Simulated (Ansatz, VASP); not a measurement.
# Two plane-wave programs on Hg

```
Hg
1.0
     3.38349    0.00000    0.00000
     1.69013    2.94365    0.00000
     0.00877    1.87823    8.61802
Hg
1
Direct
  0.51849 0.00355 0.99323
```

Change from the starting cell: one atom moved.

Alike in both runs: task single point; functional PBE; k mesh 10 × 10 × 4; occupations gaussian, width 0.02 eV; no spin polarisation.

|  | VASP | Ansatz |
| --- | --- | --- |
| version | VASP 6.6.1 | Ansatz 0.2.0 |
| potentials or method | VASP PAW PBE potentials, release 64 (Hg), cutoff 520 eV | scalar-relativistic, plane waves, PAW |
| valence electrons in the cell | 12 | 20 |

VASP gave:

| Quantity | Value |
| --- | --- |
| gap on the k mesh at the Fermi level (eV) | 1.44 |
| least direct gap on the mesh (eV) | 1.76 |
| pressure (GPa) | 0.3 |
| traceless stress, the component that is largest in VASP (GPa) | -0.29 |

Problem. Which values does Ansatz return?

Solution. gap on the k mesh at the Fermi level (eV): 1.43; least direct gap on the mesh (eV): 1.74; pressure (GPa): 0.3; traceless stress, the component that is largest in VASP (GPa): -0.26.

The functional is the same, so the differences come from potentials, cutoffs and numerics. VASP's potentials hold 12 valence electrons a cell and Ansatz's 20, so a difference there can come from the potentials and not from the codes.

Spin-orbit coupling is off throughout.
